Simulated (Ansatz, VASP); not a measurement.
**TiO2: VASP beside Ansatz**

```xyz
12
Lattice="-4.3508 4.3508 1.8876 4.3508 -4.3508 1.8876 4.3508 4.3508 -1.8876" Properties=species:S:1:pos:R:3 pbc="T T T"
Ti    4.3259   -1.8075    1.8876
Ti    2.5433    0.0248    0.0000
Ti    1.8075    4.3259    1.8876
Ti    0.0248    6.1582    0.0000
O     3.0387   -0.0099    1.8876
O     1.3888    1.4067    0.0000
O     4.3409    1.3121    0.0000
O     7.2948    1.3888    0.0000
O    -2.9441    2.9620    1.8876
O     0.0099    3.0387    1.8876
O     2.9620    2.9441    1.8876
O     1.3121    4.3606    0.0000
```

Alike in both runs: task single point; functional PBE; k mesh 8 × 8 × 8; occupations gaussian, width 0.014 eV; no spin polarisation.

|  | VASP | Ansatz |
| --- | --- | --- |
| version | VASP 6.6.1 | Ansatz 0.2.0 |
| potentials or method | VASP PAW PBE potentials, release 64 (Ti_sv, O) | Ansatz PAW |
| plane-wave cutoff (eV) | 520 | 420 |
| valence electrons in the cell | 96 | 96 |

```csv
,VASP,Ansatz,Ansatz less VASP
gap on the k mesh at the Fermi level (eV),1.62,1.64,+0.020
least direct gap on the mesh (eV),2.31,2.33,+0.019
pressure (GPa),3.8,3.2,-0.63
"traceless stress, the component that is largest in VASP (GPa)",0.13,0.24,+0.115
rms of the force components (eV/Å),0.049,0.074,+0.0246
```

Atom by atom the forces differ by 0.028 eV/Å (rms over components). With one functional, cell and mesh, what is left measures potentials, basis and numerics.
